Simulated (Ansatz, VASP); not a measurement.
## Two plane-wave programs on ZnO

```
Zn O
1.0
     3.19343    0.00000    0.00000
    -1.59672    2.76559    0.00000
     0.00000    0.00000    5.42080
Zn O
2 2
Direct
  0.66667 0.33333 0.50648
  0.33333 0.66667 0.00648
  0.66667 0.33333 0.87383
  0.33333 0.66667 0.37383
```

Alike in both runs: task single point; functional r2SCAN; k mesh 12 × 12 × 6; occupations gaussian, width 0.02 eV; no spin polarisation.

```csv
,VASP,Ansatz
version,VASP 6.6.1,Ansatz 0.2.0
potentials or method,"VASP PAW PBE potentials, release 64 (Zn, O), cutoff 520 eV","scalar-relativistic, plane waves, PAW"
valence electrons in the cell,36,36
```

VASP gave:

- gap on the k mesh at the Fermi level (eV): 1.13
- least direct gap on the mesh (eV): 1.13
- pressure (GPa): -1.3
- traceless stress, the component that is largest in VASP (GPa): -4.40

What did Ansatz give for the same quantities?

gap on the k mesh at the Fermi level (eV): 1.13; least direct gap on the mesh (eV): 1.13; pressure (GPa): -2.2; traceless stress, the component that is largest in VASP (GPa): -4.37.

VASP's potentials were made for PBE, not for r2SCAN.
